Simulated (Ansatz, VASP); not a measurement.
# NiO: VASP beside Ansatz

The input INCAR:

```
SYSTEM = NiO
ALGO = Normal ; EDIFF = 1E-6
ENCUT = 700 ; GGA = CA
GGA_COMPAT = .False. ; ISIF = 2
ISMEAR = 0 ; ISPIN = 2
LASPH = .True. ; LCHARG = .False.
LDAU = .True. ; LDAUJ = 0.9 0
LDAUL = 2 -1 ; LDAUPRINT = 1
LDAUTYPE = 1 ; LDAUU = 6 0
LMAXMIX = 4 ; LORBIT = 11
LREAL = .False. ; LWAVE = .False.
MAGMOM = 2 0 ; NBANDS = 23
NELM = 200 ; PREC = Accurate
SIGMA = 0.05
```

The input KPOINTS:

```
k-points
0
Gamma
  8 8 8
  0 0 0
```

File POSCAR:

```
NiO
1.0
    0.0000000000      2.0913095100      2.0913095100
    2.0913095100      0.0000000000      2.0913095100
    2.0913095100      2.0913095100      0.0000000000
Ni O
1 1
Direct
    0.0000000000      0.0000000000      0.0000000000
    0.5000000000      0.5000000000      0.5000000000
```

Input for Ansatz:

```yaml
crystal:
  lattice:
    - [0.0, 2.09130951, 2.09130951]
    - [2.09130951, 0.0, 2.09130951]
    - [2.09130951, 2.09130951, 0.0]
  atoms:
    - { symbol: Ni, position: [0.0, 0.0, 0.0], spin: 2.0 }
    - { symbol: O, position: [0.5, 0.5, 0.5] }
basis:
  ecutwfc: 420
  ecutrho_ratio: 4
kpoints:
  mp_grid: { grid: [8, 8, 8] }
hamiltonian:
  xc: lda
  hubbard: { sites: [{ site: 0, l: d, u: 6.0, j: 0.9 }] }
scf:
  occupations: { method: gaussian, width: 0.05 }
  lower_state_search: "off"
  max_iter: 150
output:
  forces: true
  stress: true
  eigenvalues: true
  populations: true
  hubbard: { sites: [{ site: 0, l: d }] }
magnetization:
  spin_polarized: true
```

Alike in both runs: task single point; functional LDA; k mesh 8 × 8 × 8; occupations gaussian, width 0.05 eV; collinear spin; Hubbard terms Ni d U = 6.0 eV, J = 0.9 eV.

```csv
,VASP,Ansatz
version,VASP 6.6.1,Ansatz 0.2.0
potentials or method,"VASP PAW LDA potentials, release 64 (Ni_sv_GW, O), cutoff 700 eV","scalar-relativistic, plane waves, PAW"
valence electrons in the cell,24,24
```

|  | VASP | Ansatz | Ansatz less VASP |
| --- | --- | --- | --- |
| gap on the k mesh at the Fermi level (eV) | 1.80 | 1.52 | -0.287 |
| least direct gap on the mesh (eV) | 2.76 | 2.39 | -0.372 |
| pressure (GPa) | -9.1 | -6.3 | +2.74 |
| net moment per atom (μB) | 1.00 | 1.00 | 0.000 |
| size of the moment on the site where the two differ most (μB) | 1.74 | 1.69 | -0.055 |

LDA's correlation is that of Perdew and Zunger in VASP and of Perdew and Wang (1992) in Ansatz. Site moments also hang on the region over which each program counts them. The programs project onto different local orbitals, so the same U acts differently, and such runs can settle in different states.
